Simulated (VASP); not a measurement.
Here is a VASP 6.6.1 calculation.

Contents of INCAR:

```
PREC = Accurate ; ENCUT = 600
EDIFF = 1E-7 ; ISMEAR = 0
SIGMA = 0.2 ; LREAL = False
LASPH = True ; NELM = 200
ALGO = Normal ; ISIF = 3
LWAVE = False ; LCHARG = False
GGA = PE ; IBRION = 2
NSW = 36 ; EDIFFG = -0.08
GGA_COMPAT = False ; NELMIN = 4
LMAXMIX = 6
```

File KPOINTS:

```
regular mesh
0
Gamma
  4 4 2
```

The input POSCAR:

```
DyC3
1.0
    4.5675724600      0.0000000000      0.0000000000
   -2.2837862300      3.9556337900      0.0000000000
    0.0000000000      0.0000000000      7.5334481000
Dy C
2 6
Direct
    0.0000000000      0.0000000000      0.6903965300
    0.0000000000      0.0000000000      0.3096034700
    0.3333333300      0.6666666700      0.3183644900
    0.3333333300      0.6666666700      0.6816355100
    0.5724737000      0.4275263000      0.0000000000
    0.5724737000      0.1449474000      0.0000000000
    0.8550526000      0.4275263000      0.0000000000
    0.6666666700      0.3333333300      0.5000000000
```

Potentials or basis: VASP PAW PBE potentials, release 64 (Dy_3, C), 4f in core.

Run with:

```sh
$ cat potpaw_PBE.64/Dy_3/POTCAR potpaw_PBE.64/C/POTCAR > POTCAR
$ mpirun -np 1 vasp_std > vasp.out
```

(1) What does it give for the band gap on the k mesh?

(2) Estimate the space group after relaxing (to 0.1 Å).

(3) Estimate the relaxed cell.

(4) What does it give for the relaxed volume?

Results:

(1) zero (bands 21 and 22 overlap by 0.15 eV).

(2) P-6m2 (No. 187).

(3) a = 3.934 Å, b = 3.934 Å, c = 7.277 Å, α = 90.00°, β = 90.00°, γ = 120.00°.

(4) 12.19 Å³/atom.

Caveat: the k points lie up to 0.46 Å⁻¹ apart in the final cell; the volume moved by over 15 % at a fixed basis, so the end points are rough; spin-orbit coupling is left out, which moves the levels of the heavy elements; the 4f electrons are frozen in the core, so they carry no moment and show no levels.
